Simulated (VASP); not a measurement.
# BP (zincblende type) (F-43m) in VASP: further runs

BP (zincblende type) is run at these levels: PBEsol; tasks: density of states.

Everything below comes from runs of VASP 6.6.1. Logs are shortened: lines on timing, memory, paths and dates and some standing lists are left out, and cuts for length are marked.

### Step 1. The cell of the first run

It takes space group F-43m (No. 216, cubic). The conventional cell has a = 3.703 Å, b = 3.703 Å, c = 3.703 Å, α = 90.00°, β = 90.00°, γ = 90.00°. B (site symmetry -43m) has 4 P at 1.60 Å within 2.1 Å. Within 2.1 Å of P (site symmetry -43m) lie 4 B at 1.60 Å.

### Step 2. Density of states, PBEsol (volume scaled by 0.55)

POSCAR reads:

```
BP
1.0
    0.0000000000      1.8517211139      1.8517211139
    1.8517211139      0.0000000000      1.8517211139
    1.8517211139      1.8517211139      0.0000000000
B P
1 1
Direct
    0.0000000000      0.0000000000      0.0000000000
    0.2500000000      0.2500000000      0.2500000000
```

INCAR.step1 reads:

```
  PREC = Accurate
  ENCUT = 520
  EDIFF = 1E-7
  ISMEAR = -1
  SIGMA = 0.05
  LREAL = F
  LASPH = T
  NELM = 100
  ALGO = Normal
  ISIF = 2
  LWAVE = F
  LCHARG = T
  GGA = PS
  NBANDS = 11
```

KPOINTS.step1 reads:

```
Automatic mesh
0
Gamma
  15 15 15
```

INCAR.step2 reads:

```
  PREC = Accurate
  ENCUT = 520
  EDIFF = 1E-7
  ISMEAR = -5
  SIGMA = 0.05
  LREAL = F
  LASPH = T
  NELM = 100
  ALGO = Normal
  ISIF = 2
  LWAVE = F
  LCHARG = F
  GGA = PS
  LORBIT = 11
  NBANDS = 11
  NEDOS = 1001
  ICHARG = 11
```

KPOINTS.step2 reads:

```
Automatic mesh
0
Gamma
  23 23 23
```

Potentials or basis: VASP PAW PBE potentials, release 64 (B, P).

The run is started by

```sh
$ cat potpaw_PBE.64/B/POTCAR potpaw_PBE.64/P/POTCAR > POTCAR
$ cp INCAR.step1 INCAR
$ cp KPOINTS.step1 KPOINTS
$ mpirun -np 1 vasp_std > vasp.out
$ cp INCAR.step2 INCAR
$ cp KPOINTS.step2 KPOINTS
$ mpirun -np 1 vasp_std > vasp.out
```

OUTCAR:

```text
PREC = Accurate
   ENCUT = 520
   EDIFF = 1E-7
   ISMEAR = -5
   LREAL = F
   LASPH = T
   NELM = 100
   ISIF = 2
   GGA = PS
   LORBIT = 11
   ICHARG = 11

 ion  position               nearest neighbor table
   1  0.000  0.000  0.000-   2 1.60   2 1.60   2 1.60   2 1.60
   2  0.250  0.250  0.250-   1 1.60   1 1.60   1 1.60   1 1.60

  LATTYP: Found a face centered cubic cell.
 ALAT       =     3.7034422278

  Lattice vectors:

 A1 = (   0.0000000000,   1.8517211139,   1.8517211139)
 A2 = (   1.8517211139,   0.0000000000,   1.8517211139)
 A3 = (   1.8517211139,   1.8517211139,   0.0000000000)

Analysis of symmetry for initial positions (statically):
=====================================================================
 Subroutine PRICEL returns:
 Original cell was already a primitive cell.

 Routine SETGRP: Setting up the symmetry group for a
 face centered cubic supercell.

 Subroutine GETGRP returns: Found 24 space group operations
 (whereof 24 operations were pure point group operations)
 out of a pool of 48 trial point group operations.

The static configuration has the point symmetry T_d .

Analysis of symmetry for dynamics (positions and initial velocities):
=====================================================================
 Subroutine PRICEL returns:
 Original cell was already a primitive cell.

 Routine SETGRP: Setting up the symmetry group for a
 face centered cubic supercell.

 Subroutine GETGRP returns: Found 24 space group operations
 (whereof 24 operations were pure point group operations)
 out of a pool of 48 trial point group operations.

The dynamic configuration has the point symmetry T_d .

 Subroutine INISYM returns: Found 24 space group operations
 (whereof 24 operations are pure point group operations),
 and found     1 'primitive' translations

----------------------------------------------------------------------------------------

                                     Primitive cell

  volume of cell :      12.6986

  direct lattice vectors                    reciprocal lattice vectors
     0.000000000  1.851721114  1.851721114    -0.270019063  0.270019063  0.270019063
     1.851721114  0.000000000  1.851721114     0.270019063 -0.270019063  0.270019063
     1.851721114  1.851721114  0.000000000     0.270019063  0.270019063 -0.270019063

  length of vectors
     2.618729113  2.618729113  2.618729113     0.467686736  0.467686736  0.467686736

  position of ions in fractional coordinates (direct lattice)
     0.000000000  0.000000000  0.000000000
     0.250000000  0.250000000  0.250000000

  ion indices of the primitive-cell ions
   primitive index   ion index
                 1           1
                 2           2

----------------------------------------------------------------------------------------

 KPOINTS: Automatic mesh

Automatic generation of k-mesh.
 Grid dimensions read from file:
 generate k-points for:   23   23   23

 Generating k-lattice:

  Cartesian coordinates                     Fractional coordinates (reciprocal lattice)
    -0.011739959  0.011739959  0.011739959     0.043478261  0.000000000  0.000000000
     0.011739959 -0.011739959  0.011739959     0.000000000  0.043478261  0.000000000
     0.011739959  0.011739959 -0.011739959     0.000000000  0.000000000  0.043478261

  Length of vectors
     0.020334206  0.020334206  0.020334206

  Shift w.r.t. Gamma in fractional coordinates (k-lattice)
     0.000000000  0.000000000  0.000000000

 TETIRR: Found   1662 inequivalent tetrahedra from    73002

 Subroutine IBZKPT returns following result:
 ===========================================

 Found    364 irreducible k-points:

 Following reciprocal coordinates:
            Coordinates               Weight
  0.000000  0.000000  0.000000      1.000000
  0.043478  0.000000  0.000000      8.000000
  0.086957  0.000000  0.000000      8.000000
  0.130435  0.000000  0.000000      8.000000
  0.173913  0.000000  0.000000      8.000000
  0.217391  0.000000  0.000000      8.000000
[... 16 lines left out ...]
  0.478261  0.043478  0.000000     24.000000
 -0.478261  0.043478  0.000000     24.000000
 [... further k-points ...]
   k-points           NKPTS =    364   k-points in BZ     NKDIM =    364   number of bands    NBANDS=     11
   number of dos      NEDOS =   1001   number of ions     NIONS =      2
   total plane-waves  NPLWV =   8000
   dimension x,y,z NGX =    20 NGY =   20 NGZ =   20
   dimension x,y,z NGXF=    40 NGYF=   40 NGZF=   40
   ions per type =               1   1
   NGX,Y,Z   is equivalent  to a cutoff of  12.70, 12.70, 12.70 a.u.
   NGXF,Y,Z  is equivalent  to a cutoff of  25.39, 25.39, 25.39 a.u.
 SYSTEM =  unknown system
   PREC   = accura    normal or accurate (medium, high low for compatibility)
   ISTART =      0    job   : 0-new  1-cont  2-samecut
   ICHARG =     11    charge: 1-file 2-atom 10-const
   ISPIN  =      1    spin polarized calculation?
   LNONCOLLINEAR =      F non collinear calculations
   LSORBIT =      F    spin-orbit coupling
   LASPH  =      T    aspherical Exc in radial PAW
   ENCUT  =  520.0 eV  38.22 Ry    6.18 a.u.   4.87  4.87  4.87*2*pi/ulx,y,z
   NELM   =    100;   NELMIN=  2; NELMDL=  0     # of ELM steps
   EDIFF  = 0.1E-06   stopping-criterion for ELM
   LREAL  =      F    real-space projection
   EDIFFG = 0.1E-05   stopping-criterion for IOM
   NSW    =      0    number of steps for IOM
   IBRION =     -1    ionic relax: 0-MD 1-quasi-New 2-CG
   NFREE  =      0    steps in history (QN), initial steepest desc. (CG)
   ISIF   =      2    stress and relaxation
   ISYM   =      2    0-nonsym 1-usesym 2-fastsym
   POTIM  = 0.5000    time-step for ionic-motion
   TEBEG  =    0.0;   TEEND  =   0.0 temperature during run
   PSTRESS=    0.0 pullay stress
   NELECT =       8.0000    total number of electrons
   NUPDOWN=      -1.0000    fix difference up-down
   EMIN   =  10.00;   EMAX   =-10.00  energy-range for DOS
   EFERMI =   0.00;   METHOD = LEGACY
   ISMEAR =    -5;   SIGMA  =   0.05  broadening in eV -4-tet -1-fermi 0-gaus
   EFERMI_NEDOS =   21; number of points for ismear=-14 and -15
   IALGO  =     38    algorithm
   IMIX   =      4    mixing-type and parameters
     AMIX     =   0.40;   BMIX     =  1.00
     AMIX_MAG =   1.60;   BMIX_MAG =  1.00
  volume/ion in A,a.u.               =       6.35        42.85
  Fermi-wavevector in a.u.,A,eV,Ry     =   1.403414  2.652069 26.797652  1.969572
  Thomas-Fermi vector in A             =   2.526079
   LORBIT       =     11    0 simple, 1 ext, 2 COOP (PROOUT), +10 PAW based schemes
   GGA     = PS    functional components
   LHFCALC =     F    Hartree Fock is set to
   AEXX    =    0.0000 exact exchange contribution
   IVDW    =     0    specifies the selected vdW correction
   LEPSILON=     F    determine dielectric tensor
   LRPA    =     F    only Hartree local field effects (RPA)
 non-spin polarized calculation
 Fermi weights with tetrahedron method with Bloechl corrections
  energy-cutoff  :      520.00
  volume of cell :       12.70
 maximum number of plane-waves:       351

 number of electron       8.0000001 magnetization

 Free energy of the ion-electron system (eV)
  ---------------------------------------------------
  ext. energy  EPLUGINS =         0.00000000
  ---------------------------------------------------
  free energy    TOTEN  =        -7.57753248 eV

  energy without entropy =       -7.57753248  energy(sigma->0) =       -7.57753248

 E-fermi :  16.0292     XC(G=0): -13.7977

 val. band max:       16.0259734261   @ k =   0.0000   0.0000   0.0000
 cond. band min:      16.0396410921   @ k =   0.4783   0.4783   0.0000
 fundamental gap:      0.0136676660
 Fermi energy:        16.0291591467

 k-point     1 :       0.0000    0.0000    0.0000
  band No.  band energies     occupation
      1      -5.6712      2.00000
      2      16.0260      2.00000
      3      16.0260      2.00000
      4      16.0260      2.00000
      5      21.7379      0.00000
      6      21.7379      0.00000
      7      21.7379      0.00000
      8      30.7756      0.00000
      9      30.7756      0.00000
     10      32.0948      0.00000
     11      35.1244      0.00000

 k-point     2 :       0.0435    0.0000    0.0000
  band No.  band energies     occupation
      1      -5.6182      2.00000
      2      15.6478      2.00000
      3      15.9501      2.00000
      4      15.9501      2.00000
      5      21.8590      0.00000
      6      21.8590      0.00000
      7      21.9446      0.00000
      8      30.4448      0.00000
      9      30.4448      0.00000
     10      32.0018      0.00000
     11      34.8830      0.00000

 k-point     3 :       0.0870    0.0000    0.0000
  band No.  band energies     occupation
      1      -5.4592      2.00000
      2      14.6775      2.00000
      3      15.7463      2.00000
      4      15.7463      2.00000
      5      22.1804      0.00000
      6      22.1804      0.00000
      7      22.4149      0.00000
      8      29.7399      0.00000
      9      29.7399      0.00000
     10      31.6905      0.00000
     11      34.8617      0.00000

 k-point     4 :       0.1304    0.0000    0.0000
  band No.  band energies     occupation
      1      -5.1946      2.00000
      2      13.3788      2.00000
      3      15.4667      2.00000
      4      15.4667      2.00000
      5      22.5888      0.00000
      6      22.5888      0.00000
      7      22.9265      0.00000
      8      29.0624      0.00000
      9      29.0624      0.00000
     10      31.2013      0.00000
     11      35.2236      0.00000

 k-point     5 :       0.1739    0.0000    0.0000
  band No.  band energies     occupation
      1      -4.8250      2.00000
      2      11.9222      2.00000
      3      15.1610      2.00000
      4      15.1610      2.00000
      5      22.9182      0.00000
      6      22.9182      0.00000
      7      23.3685      0.00000
      8      28.6824      0.00000
      9      28.6824      0.00000
     10      30.6524      0.00000
     11      35.8123      0.00000
[... 211 lines left out ...]
 k-point    21 :       0.3913    0.0435    0.0000
  band No.  band energies     occupation
      1      -1.7151      2.00000
      2       5.0289      2.00000
      3      13.7097      2.00000
      4      14.1355      2.00000
      5      21.3582      0.00000
      6      22.3643      0.00000
      7      24.5659      0.00000
      8      28.9362      0.00000
      9      31.7748      0.00000
     10      33.6136      0.00000
     11      38.8466      0.00000

 k-point    22 :       0.4348    0.0435    0.0000
  band No.  band energies     occupation
      1      -0.8049      2.00000
      2       3.7119      2.00000
      3      13.6897      2.00000
      4      13.9308      2.00000
      5      21.1871      0.00000
      6      22.0107      0.00000
      7      24.6109      0.00000
      8      28.8908      0.00000
      9      33.1456      0.00000
     10      34.9467      0.00000
     11      39.1921      0.00000

 k-point    23 :       0.4783    0.0435    0.0000
  band No.  band energies     occupation
      1       0.1198      2.00000
      2       2.5528      2.00000
      3      13.7269      2.00000
      4      13.7647      2.00000
      5      21.1307      0.00000
      6      21.7518      0.00000
      7      24.6318      0.00000
      8      28.8466      0.00000
      9      34.5397      0.00000
     10      35.8297      0.00000
     11      39.2956      0.00000

 k-point    24 :      -0.4783    0.0435    0.0000
  band No.  band energies     occupation
      1       0.5516      2.00000
      2       2.0621      2.00000
      3      13.6418      2.00000
      4      13.8167      2.00000
      5      21.1965      0.00000
      6      21.6047      0.00000
      7      24.6356      0.00000
      8      28.8393      0.00000
      9      35.5151      0.00000
     10      35.5302      0.00000
     11      39.1515      0.00000

 [... further k-points ...]
[... 5 lines left out ...]
  --------------------------------------------------------------------------------------
  -------------------------------------------------------------------------------------
  Total       23.5533197     23.5533197     23.5533197     -0.0000000     -0.0000000     -0.0000000
  in kB     2971.7069409   2971.7069409   2971.7069409     -0.0000000     -0.0000000     -0.0000000
  external PRESSURE =    2971.7069409 kB  Pullay stress =       0.0000000 kB

 VOLUME and BASIS-vectors are now :
 -----------------------------------------------------------------------------
  energy-cutoff  :      520.00
  volume of cell :       12.70
      direct lattice vectors                 reciprocal lattice vectors
     0.000000000  1.851721114  1.851721114    -0.270019063  0.270019063  0.270019063
     1.851721114  0.000000000  1.851721114     0.270019063 -0.270019063  0.270019063
     1.851721114  1.851721114  0.000000000     0.270019063  0.270019063 -0.270019063

 POSITION                                       TOTAL-FORCE (eV/Angst)
 -----------------------------------------------------------------------------------
      0.00000      0.00000      0.00000         0.000000      0.000000      0.000000
      0.92586      0.92586      0.92586        -0.000000     -0.000000     -0.000000
 -----------------------------------------------------------------------------------
    total drift:                               -0.000000     -0.000000     -0.000000

  FREE ENERGIE OF THE ION-ELECTRON SYSTEM (eV)
  ---------------------------------------------------
  free  energy   TOTEN  =        -7.5775324793 eV

  energy  without entropy=       -7.5775324793  energy(sigma->0) =       -7.57753248

 total charge

# of ion       s       p       d       tot
------------------------------------------
    1        0.915   2.294   0.000   3.209
    2        1.059   2.045   0.000   3.103
--------------------------------------------------
tot          1.974   4.339   0.000   6.312
```

Run time: 31 s. Hardware: 1 thread of Intel Xeon 6975P-C, shared host; peak memory 0.16 GiB.

What came out:

| Quantity | Value |
| --- | --- |
| Valence electrons inside the program's atomic spheres | B 3.21; P 3.10 |

Caveat: the cell differs from its parent crystal (volume scaled by 0.55); the PAW data sets were made with another functional, which shifts forces and pressure a little.

### Step 3. Density of states, PBEsol

This run uses another cell than the first one, of 11.54 Å³/atom, 1.818 times its volume.

POSCAR reads:

```
BP
1.0
    0.0000000000      2.2600671804      2.2600671804
    2.2600671804      0.0000000000      2.2600671804
    2.2600671804      2.2600671804      0.0000000000
B P
1 1
Direct
    0.0000000000      0.0000000000      0.0000000000
    0.2500000000      0.2500000000      0.2500000000
```

INCAR.step1 reads:

```
PREC = Accurate ; ENCUT = 520
EDIFF = 1E-6 ; ISMEAR = -1
SIGMA = 0.05 ; LREAL = F
LASPH = T ; NELM = 60
ALGO = Normal ; ISIF = 2
LWAVE = F ; LCHARG = T
GGA = PS ; NBANDS = 11
```

KPOINTS.step1 reads:

```
regular mesh
0
Gamma
  15 15 15
```

INCAR.step2 reads:

```
PREC = Accurate ; ENCUT = 520
EDIFF = 1E-6 ; ISMEAR = -5
SIGMA = 0.05 ; LREAL = F
LASPH = T ; NELM = 60
ALGO = Normal ; ISIF = 2
LWAVE = F ; LCHARG = F
GGA = PS ; LORBIT = 11
NBANDS = 11 ; NEDOS = 2001
ICHARG = 11
```

KPOINTS.step2 reads:

```
regular mesh
0
Gamma
  23 23 23
```

Potentials or basis: VASP PAW PBE potentials, release 64 (B, P).

The run is started by

```sh
$ cat potpaw_PBE.64/B/POTCAR potpaw_PBE.64/P/POTCAR > POTCAR
$ cp INCAR.step1 INCAR
$ cp KPOINTS.step1 KPOINTS
$ mpirun -np 1 vasp_std > vasp.out
$ cp INCAR.step2 INCAR
$ cp KPOINTS.step2 KPOINTS
$ mpirun -np 1 vasp_std > vasp.out
```

It took 39 s on 1 thread of Intel Xeon 6975P-C, shared host; peak memory 0.2 GiB.

It converged, with:

| Item | Value |
| --- | --- |
| Valence electrons inside the program's atomic spheres | B 1.95; P 2.57 |

Levels at points of the mesh, in eV from the valence-band top:
```
           k point  band 2  band 3  band 4  band 5  band 6  band 7
(0.00, 0.00, 0.00)    0.00    0.00    0.00    3.37    3.37    3.37
```

Caveat: the PAW data sets were made with another functional, which shifts forces and pressure a little.
